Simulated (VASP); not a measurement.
# Be (P6_3/mmc) in VASP: further runs, part 2 of 2

VASP 6.6.1. Earlier steps stand in the parts before.

## (5) Single point, PBEsol (7.52 Å³/atom)

This run uses another cell than the first one, of 7.52 Å³/atom.

File INCAR:

```
SYSTEM = Be
PREC = Accurate
ENCUT = 520
EDIFF = 1E-6
ISMEAR = -1
SIGMA = 0.1
LREAL = .False.
LASPH = .True.
NELM = 80
ALGO = Normal
ISIF = 2
LWAVE = .False.
LCHARG = .False.
GGA = PS
NBANDS = 12
```

File KPOINTS:

```
Automatic mesh
0
Gamma
  18 18 5
  0 0 0
```

File POSCAR:

```
Be
1.0
    2.2168351762      0.0000000000      0.0000000000
   -1.1084175881      1.9198355786      0.0000000000
    0.0000000000      0.0000000000      7.0631600050
Be
4
Direct
    0.0000000000      0.0000000000      1.0000000000
    0.0000000000      0.0000000000      0.5000000000
    0.3333333333      0.6666666667      0.2500000000
    0.6666666667      0.3333333333      0.7500000000
```

Potentials or basis: VASP PAW PBE potentials, release 64 (Be).

The run is started by

```bash
> cat potpaw_PBE.64/Be/POTCAR > POTCAR
> mpirun -np 1 vasp_std > vasp.out
```

OUTCAR:

```text
SYSTEM = Be
   PREC = Accurate
   ENCUT = 520
   EDIFF = 1E-6
   ISMEAR = -1
   LREAL = .False.
   LASPH = .True.
   NELM = 80
   ISIF = 2
   GGA = PS

 ion  position               nearest neighbor table
   1  0.000  0.000  0.000-   3 2.18   4 2.18   4 2.18   3 2.18   4 2.18   3 2.18
   2  0.000  0.000  0.500-   3 2.18   4 2.18   4 2.18   3 2.18   4 2.18   3 2.18
   3  0.333  0.667  0.250-   1 2.18   2 2.18   1 2.18   2 2.18   1 2.18   2 2.18
   4  0.667  0.333  0.750-   1 2.18   2 2.18   1 2.18   2 2.18   1 2.18   2 2.18

  LATTYP: Found a hexagonal cell.
 ALAT       =     2.2168351762
 C/A-ratio  =     3.1861457635

  Lattice vectors:

 A1 = (   2.2168351762,   0.0000000000,   0.0000000000)
 A2 = (  -1.1084175881,   1.9198355786,   0.0000000000)
 A3 = (   0.0000000000,   0.0000000000,   7.0631600050)

Analysis of symmetry for initial positions (statically):
=====================================================================
 Subroutine PRICEL returns:
 Original cell was already a primitive cell.

 Routine SETGRP: Setting up the symmetry group for a
 hexagonal supercell.

 Subroutine GETGRP returns: Found 24 space group operations
 (whereof 12 operations were pure point group operations)
 out of a pool of 24 trial point group operations.

The static configuration has the point symmetry D_3d.
 The point group associated with its full space group is D_6h.

Analysis of symmetry for dynamics (positions and initial velocities):
=====================================================================
 Subroutine PRICEL returns:
 Original cell was already a primitive cell.

 Routine SETGRP: Setting up the symmetry group for a
 hexagonal supercell.

 Subroutine GETGRP returns: Found 24 space group operations
 (whereof 12 operations were pure point group operations)
 out of a pool of 24 trial point group operations.

The dynamic configuration has the point symmetry D_3d.
 The point group associated with its full space group is D_6h.

 Subroutine INISYM returns: Found 24 space group operations
 (whereof 12 operations are pure point group operations),
 and found     1 'primitive' translations
[... 124 lines left out ...]
   GGA     = PS    functional components
   LHFCALC =     F    Hartree Fock is set to
   AEXX    =    0.0000 exact exchange contribution
   IVDW    =     0    specifies the selected vdW correction
   LEPSILON=     F    determine dielectric tensor
   LRPA    =     F    only Hartree local field effects (RPA)
 non-spin polarized calculation
  energy-cutoff  :      520.00
  volume of cell :       30.06
 maximum number of plane-waves:       832
   NGX =  9   NGY =  9   NGZ = 27

 number of electron       8.0000000 magnetization

 Free energy of the ion-electron system (eV)
  ---------------------------------------------------
  ext. energy  EPLUGINS =         0.00000000
  ---------------------------------------------------
  free energy    TOTEN  =       -15.84697601 eV

  energy without entropy =      -15.83685475  energy(sigma->0) =      -15.84191538

 E-fermi :   7.6299     XC(G=0): -10.7772

 val. band max:        7.6281468745   @ k =   0.3333   0.2778   0.2000
 cond. band min:       7.7629433266   @ k =   0.3333   0.0556   0.0000
 fundamental gap:      0.1347964521
 Fermi energy:         7.6298779426

 k-point     1 :       0.0000    0.0000    0.0000
  band No.  band energies     occupation
      1      -4.1864      2.00000
      2      -2.0366      2.00000
      3      -2.0089      2.00000
      4       2.6742      2.00000
      5       8.5405      0.00022
      6      18.2158      0.00000
      7      18.2193      0.00000
      8      24.4313      0.00000
      9      24.4313      0.00000
     10      25.6341      0.00000
     11      25.6346      0.00000
     12      25.9837      0.00000
[... 331 lines left out ...]
 k-point    24 :       0.3889    0.1111    0.0000
  band No.  band energies     occupation
      1       1.7842      2.00000
      2       3.4826      2.00000
      3       3.5498      2.00000
      4       5.6798      2.00000
      5       9.2824      0.00000
      6       9.6502      0.00000
      7      11.1777      0.00000
      8      13.3151      0.00000
      9      14.8181      0.00000
     10      15.4268      0.00000
     11      18.0202      0.00000
     12      19.1154      0.00000

 [... further k-points ...]
[... 5 lines left out ...]
  --------------------------------------------------------------------------------------
  -------------------------------------------------------------------------------------
  Total        0.9815620      0.9815620      1.3069730     -0.0000000      0.0000000      0.0000000
  in kB       52.3156763     52.3156763     69.6595559     -0.0000000      0.0000000      0.0000000
  external PRESSURE =      58.0969695 kB  Pullay stress =       0.0000000 kB

 VOLUME and BASIS-vectors are now :
 -----------------------------------------------------------------------------
  energy-cutoff  :      520.00
  volume of cell :       30.06
      direct lattice vectors                 reciprocal lattice vectors
     2.216835176  0.000000000  0.000000000     0.451093528  0.260438970  0.000000000
    -1.108417588  1.919835579  0.000000000     0.000000000  0.520877939  0.000000000
     0.000000000  0.000000000  7.063160005     0.000000000  0.000000000  0.141579689

 POSITION                                       TOTAL-FORCE (eV/Angst)
 -----------------------------------------------------------------------------------
      0.00000      0.00000      0.00000        -0.000000      0.000000     -0.000000
      0.00000      0.00000      3.53158        -0.000000      0.000000     -0.000000
     -0.00000      1.27989      1.76579        -0.000000      0.000000      0.000000
      1.10842      0.63995      5.29737         0.000000     -0.000000      0.000000
 -----------------------------------------------------------------------------------
    total drift:                                0.000000     -0.000000     -0.000000

  FREE ENERGIE OF THE ION-ELECTRON SYSTEM (eV)
  ---------------------------------------------------
  free  energy   TOTEN  =       -15.8469760101 eV

  energy  without entropy=      -15.8368547514  energy(sigma->0) =      -15.84191538
```

Run time: 10 s. Hardware: 1 thread of Intel Xeon Platinum 8488C (Sapphire Rapids), shared host; peak memory 0.15 GiB.

Results:

```
Free energy            : -15.8470 eV
Pressure               : 5.8 GPa
Band gap on the k mesh : zero (bands 4 and 5 overlap by 1.43 eV)
```

Caveat: the cell stands under pressure; the PAW data sets were made with another functional, which shifts forces and pressure a little.

## (6) Summary

```tsv
cell	k mesh	gap on the mesh (eV)	pressure (GPa)
a = 2.247, b = 2.247, c = 7.160 Å, angles 90.0, 90.0, 120.0°, 4 atoms	16 × 16 × 5	none	0.4
a = 2.153, b = 2.153, c = 6.861 Å, angles 90.0, 90.0, 120.0°, 4 atoms	18 × 18 × 5	none	20.0
a = 2.186, b = 2.186, c = 6.964 Å, angles 90.0, 90.0, 120.0°, 4 atoms	18 × 18 × 5	none	12.3
a = 2.217, b = 2.217, c = 7.063 Å, angles 90.0, 90.0, 120.0°, 4 atoms	18 × 18 × 5	none	5.8
```

Alike in all rows: task single point; level PBEsol; potentials or basis VASP PAW PBE potentials, release 64 (Be); no spin polarisation; cutoff (eV) 520; smearing fermi-dirac 0.1 eV.

Caveats: the PAW data sets were made with another functional, which shifts forces and pressure a little; the cell stands under pressure (at least some runs).

Total energies depend on the potentials used, so only differences within one code and one set of settings carry meaning.

The gap in the log of VASP goes by the Fermi energy; the results here count the filled bands.